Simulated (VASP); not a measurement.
Input of a VASP 6.6.1 run:

The input POSCAR:

```
Cu
1.0
    2.1539821693      0.0000000000      0.0000000000
   -1.0769910847      1.8654032779      0.0000000000
    0.0000000000      0.0000000000      4.1125710000
Cu
2
Direct
    0.3333333333      0.6666666667      0.2500000000
    0.6666666667      0.3333333333      0.7500000000
```

File INCAR.step1:

```
PREC = Accurate
ENCUT = 520
ISMEAR = 0
SIGMA = 0.15
LREAL = False
LASPH = True
NELM = 80
NBANDS = 18
GGA = PE
ALGO = Normal
EDIFF = 1E-4
LWAVE = True
LCHARG = False
```

File INCAR.step2:

```
PREC = Accurate
ENCUT = 520
EDIFF = 1E-7
ISMEAR = 0
SIGMA = 0.15
LREAL = False
LASPH = True
NELM = 80
ALGO = Normal
ISIF = 2
LWAVE = False
LCHARG = False
METAGGA = R2SCAN
LMIXTAU = True
NBANDS = 18
ISTART = 1
```

KPOINTS

```
Automatic mesh
0
Gamma
  24 24 12
```

Potentials or basis: VASP PAW PBE potentials, release 64 (Cu).

Launch:

```bash
$ cat potpaw_PBE.64/Cu/POTCAR > POTCAR
$ cp INCAR.step1 INCAR
$ mpirun -np 1 vasp_std > vasp.out
$ cp INCAR.step2 INCAR
$ mpirun -np 1 vasp_std > vasp.out
```

**Question.** What does it give for the pressure?

**Answer.** 132.4 GPa.

**Question.** Estimate the band gap on the k mesh.

**Answer.** Zero (band 11 reaches 19.31 eV, above the bottom of band 12 at 10.17 eV).

Stress tensor (GPa, compression positive):
```
167.48   0.00   0.00
  0.00 167.48   0.00
  0.00   0.00  62.29
```

Caveat: the cell differs from its parent crystal (strain -0.1500 x Voigt [1, 1, 0, 0, 0, 0]); the PAW data sets were made with another functional, which shifts forces and pressure a little.
